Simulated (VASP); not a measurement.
# Sc (Fm-3m) in VASP: notebook, part 2 of 2

VASP 6.6.1. The steps go on from the part before.

### Step 3. Single point, RPBE+D3(BJ) (26.55 Å³/atom)

This run uses another cell than the first one, of 26.55 Å³/atom.

INCAR reads:

```
  ALGO = Normal
  EDIFF = 1E-6
  ENCUT = 500
  GGA = RP
  GGA_COMPAT = False
  ISIF = 2
  ISMEAR = -1
  IVDW = 12
  LASPH = True
  LCHARG = False
  LREAL = False
  LWAVE = False
  NBANDS = 12
  NELM = 120
  PREC = Accurate
  SIGMA = 0.15
```

KPOINTS reads:

```
k-points
0
Gamma
  10 10 10
```

POSCAR reads:

```
Sc
1.0
    0.0000000000      2.3677783900      2.3677783900
    2.3677783900      0.0000000000      2.3677783900
    2.3677783900      2.3677783900      0.0000000000
Sc
1
Direct
    0.0000000000      0.0000000000      0.0000000000
```

Potentials or basis: VASP PAW PBE potentials, release 64 (Sc_sv).

Started as:

```bash
cat potpaw_PBE.64/Sc_sv/POTCAR > POTCAR
mpirun -np 1 vasp_std > vasp.out
```

OUTCAR:

```text
EDIFF = 1E-6
   ENCUT = 500
   GGA = RP
   ISIF = 2
   ISMEAR = -1
   IVDW = 12
   LASPH = True
   LREAL = False
   NELM = 120
   PREC = Accurate
 IVDW          = 12

 ion  position               nearest neighbor table
   1  0.000  0.000  0.000-

  LATTYP: Found a face centered cubic cell.
 ALAT       =     4.7355567800

  Lattice vectors:

 A1 = (   0.0000000000,   2.3677783900,   2.3677783900)
 A2 = (   2.3677783900,   0.0000000000,   2.3677783900)
 A3 = (   2.3677783900,   2.3677783900,   0.0000000000)

[... 538 lines left out ...]
 [... further k-points ...]

------------------------ aborting loop because EDIFF is reached ----------------------------------------

 Edisp (eV)   -1.99289

 E8    (eV) :    -1.3918

  FORCE on cell =-STRESS in cart. coord.  units (eV):
  Direction    XX          YY          ZZ          XY          YZ          ZX
  --------------------------------------------------------------------------------------
  -------------------------------------------------------------------------------------
  Total      -3.25965    -3.25965    -3.25965    -0.00000     0.00000    -0.00000
  in kB    -196.71080  -196.71080  -196.71080    -0.00000     0.00000    -0.00000
  external pressure =     -196.71 kB  Pullay stress =        0.00 kB

 VOLUME and BASIS-vectors are now :
 -----------------------------------------------------------------------------
  energy-cutoff  :      500.00
  volume of cell :       26.55
      direct lattice vectors                 reciprocal lattice vectors
     0.000000000  2.367778390  2.367778390    -0.211168411  0.211168411  0.211168411
     2.367778390  0.000000000  2.367778390     0.211168411 -0.211168411  0.211168411
     2.367778390  2.367778390  0.000000000     0.211168411  0.211168411 -0.211168411

 POSITION                                       TOTAL-FORCE (eV/Angst)
 -----------------------------------------------------------------------------------
      0.00000      0.00000      0.00000         0.000000      0.000000     -0.000000
 -----------------------------------------------------------------------------------
    total drift:                                0.000000     -0.000000     -0.000000

  FREE ENERGIE OF THE ION-ELECTRON SYSTEM (eV)
  ---------------------------------------------------
  free  energy   TOTEN  =        -7.9571786706 eV

  energy  without entropy=       -7.8098742169  energy(sigma->0) =       -7.88352644
```

Run time: 16 s. Hardware: 1 thread of Intel Xeon Platinum 8375C at 2.90GHz (Ice Lake), shared host; peak memory 0.14 GiB.

Results:

```
Free energy                : -7.9572 eV
Pressure                   : -19.7 GPa
Band gap on the k mesh     : zero (an odd number of electrons rules out a gap without spin polarisation)
Dispersion energy per atom : -1.993 eV
```

Levels at points of the mesh, in eV from the Fermi level:
| k point | band 1 | band 2 | band 3 | band 4 | band 5 | band 6 | band 7 | band 8 | band 9 | band 10 |
| --- | --- | --- | --- | --- | --- | --- | --- | --- | --- | --- |
| (0.00, 0.00, 0.00) | -49.78 | -28.17 | -28.17 | -28.17 | -5.06 | 1.49 | 1.49 | 1.49 | 2.74 | 2.74 |
| (0.50, 0.00, 0.00) | -49.74 | -28.47 | -28.21 | -28.21 | -1.68 | 0.06 | 1.40 | 1.40 | 3.53 | 3.53 |
| (0.50, 0.50, 0.00) | -49.73 | -28.45 | -28.28 | -28.28 | -1.38 | -0.52 | 1.65 | 3.53 | 3.73 | 3.73 |

Caveat: the cell stands under tension; the PAW data sets were made with another functional, which shifts forces and pressure a little.

### Step 4. Single point, PBE

INCAR reads:

```
SYSTEM = Sc
ALGO     = Normal         ! electronic algorithm
EDIFF    = 1E-6           ! SCF threshold, eV
ENCUT    = 400            ! plane-wave cutoff, eV
GGA      = PE             ! functional
GGA_COMPAT= .FALSE.      
ISIF     = 2              ! what is computed and relaxed
ISMEAR   = 1              ! smearing method
LASPH    = .TRUE.         ! aspherical terms in the spheres
LCHARG   = .FALSE.        ! write CHGCAR
LREAL    = .FALSE.        ! projectors in reciprocal space
LWAVE    = .FALSE.        ! write WAVECAR
NELM     = 120            ! most SCF steps
PREC     = Accurate       ! precision mode
SIGMA    = 0.1            ! smearing width, eV
```

KPOINTS reads:

```
k-points
0
Gamma
  13 13 13
```

POSCAR reads:

```
Sc
1.0
    0.0000000000      2.2600000000      2.2600000000
    2.2600000000      0.0000000000      2.2600000000
    2.2600000000      2.2600000000      0.0000000000
Sc
1
Direct
    0.0000000000      0.0000000000      0.0000000000
```

Started as:

```bash
cat potpaw_PBE.64/Sc_sv/POTCAR > POTCAR
mpirun -np 1 vasp_std > vasp.out
```

Run time: 15 s. Hardware: 1 thread of Intel Xeon Platinum 8375C at 2.90GHz (Ice Lake), shared host; peak memory 0.14 GiB.

The run converged. Its results:

| Property | Result |
| --- | --- |
| Free energy | -6.1830 eV |
| Pressure | 3.6 GPa |
| Band gap on the k mesh | zero (an odd number of electrons rules out a gap without spin polarisation) |

Levels at points of the mesh, in eV from the Fermi level:
| k point | band 1 | band 2 | band 3 | band 4 | band 5 | band 6 | band 7 | band 8 | band 9 |
| --- | --- | --- | --- | --- | --- | --- | --- | --- | --- |
| (0.00, 0.00, 0.00) | -49.26 | -27.64 | -27.64 | -27.64 | -5.32 | 1.67 | 1.67 | 1.67 | 3.17 |

Caveat: the cell stands under pressure.

### Step 5. Overview

| level | potentials or basis | cell | k mesh | cutoff (eV) | smearing | dipole correction | tolerance level | purpose | start | gap on the mesh (eV) | pressure (GPa) |
| --- | --- | --- | --- | --- | --- | --- | --- | --- | --- | --- | --- |
| LDA | VASP PAW LDA potentials, release 64 (Sc_sv) | a = 3.196 Å, angles 60.0°, 1 atom | 10 × 10 × 10 | 500 | methfessel-paxton 0.05 eV | no | - | - | - | none | -1.5 |
| RPBE+D3(BJ) | VASP PAW PBE potentials, release 64 (Sc_sv) | a = 3.349 Å, angles 60.0°, 1 atom | 10 × 10 × 10 | 500 | fermi-dirac 0.15 eV | no | - | - | - | none | -19.7 |
| PBE | VASP PAW PBE potentials, release 64 (Sc_sv) | a = 3.196 Å, angles 60.0°, 1 atom | 13 × 13 × 13 | 400 | methfessel-paxton 0.1 eV | - | tight | restart | from scratch | none | 3.6 |

Alike in all rows: task single point; no spin polarisation.

Caveats: the cell stands under tension (at least some runs); the PAW data sets were made with another functional, which shifts forces and pressure a little (at least some runs); the cell stands under pressure (at least some runs).

Absolute energies hang on the potentials; compare differences alone.
